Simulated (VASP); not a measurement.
**CuO: single point with PBEsol**

Crystal: CuO.

```
Cu O
1.0
     2.07262   -2.07709    0.00000
     2.07262    2.07709    0.00000
     0.00000    0.00000    5.10239
Cu O
2 2
Direct
  0.00000 0.50000 0.00000
  0.50000 0.00000 0.50000
  0.50000 0.50000 0.25000
  0.50000 0.50000 0.75000
```

| Property | Result |
| --- | --- |
| Program | VASP 6.6.1 |
| Task | single point |
| Functional | PBEsol |
| Potentials or basis | VASP PAW PBE potentials, release 64 (Cu, O) |
| Cutoff | 520 eV |
| k mesh | 14 × 14 × 8 |
| Occupations | gaussian, width 0.1 eV |
| Spin | no spin polarisation |
| Dipole correction | no |
| Further INCAR settings | ALGO = Normal; EDIFF = 1e-06; NBANDS = 25 |

```json
{
  "Pressure": "-3.7 GPa",
  "Band gap on the k mesh": "zero (bands 17 and 18 overlap by 1.22 eV)"
}
```

Stress tensor (GPa, compression positive):
```
-3.74  0.00  0.00
 0.00 -3.77  0.00
 0.00  0.00 -3.45
```

Levels at points of the mesh, in eV from the Fermi level:
```csv
k point,band 13,band 14,band 15,band 16,band 17,band 18,band 19,band 20,band 21,band 22
"(0.00, 0.00, 0.00)",-2.44,-2.42,-2.32,-1.90,0.68,0.69,1.37,5.95,7.31,12.98
"(0.50, 0.00, 0.00)",-2.32,-1.92,-1.60,-1.53,0.21,0.47,3.63,5.82,6.39,10.80
"(0.50, 0.50, 0.00)",-2.40,-2.40,-1.64,-1.22,-1.22,1.13,1.93,7.16,9.78,9.81
"(0.00, 0.00, 0.50)",-2.29,-2.29,-1.58,-1.58,0.09,0.09,3.42,3.42,11.64,11.64
"(0.50, 0.00, 0.50)",-2.41,-2.38,-2.06,-1.86,-0.18,0.68,4.23,5.86,8.13,8.72
"(0.50, 0.50, 0.50)",-1.93,-1.93,-1.45,-1.45,-0.54,-0.54,3.86,3.86,10.50,10.50
```

It took 97 s on 1 thread of Intel(R) Xeon(R) 6975P-C (Granite Rapids), on a shared host, peak memory 0.36 GiB.

Caveat: the cell stands under tension; the PAW data sets were made with another functional, which shifts forces and pressure a little; semilocal functionals often make such compounds metallic where correlation or magnetic order opens a gap, which also shifts bond lengths. With open d or f shells a metallic result of PBEsol can be an artefact of self-interaction; +U or a hybrid may open a gap.
